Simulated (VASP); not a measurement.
Runs of VASP 6.6.1 on HgTe. The structure is that of space group F-43m (No. 216), or close to it. The cells are those of the table. 

| task | cell | cutoff (eV) | smearing | gap on the mesh (eV) | pressure (GPa) |
| --- | --- | --- | --- | --- | --- |
| single point | a = 4.556 Å, angles 60.0°, 2 atoms | 520 | gaussian 0.1 eV | none | 1.5 |
| relaxation of cell and atoms | relaxed from a = 4.603 Å, angles 60.0°, 2 atoms | 600 | fermi-dirac 0.15 eV | none | 0.0 |
| single point | a = 4.603 Å, angles 60.0°, 2 atoms | 520 | gaussian 0.1 eV | none | 0.1 |
| single point | a = 4.751 Å, angles 60.0°, 2 atoms | 520 | gaussian 0.1 eV | none | (a) |
| single point | a = 4.509 Å, angles 60.0°, 2 atoms | 520 | gaussian 0.1 eV | none | 3.2 |

Alike in all rows: level PBEsol; potentials or basis VASP PAW PBE potentials, release 64 (Hg, Te); no spin polarisation; k mesh 12 × 12 × 12.

Question: Estimate the missing entries.

Answer: (a) -3.1.

Caveats: the PAW data sets were made with another functional, which shifts forces and pressure a little; spin-orbit coupling is left out, which moves the levels of the heavy elements.

A k mesh can miss the band edges, and the runs leave out spin-orbit coupling on Hg, Te.

A gap of «none» marks levels without a gap at the run's occupations.
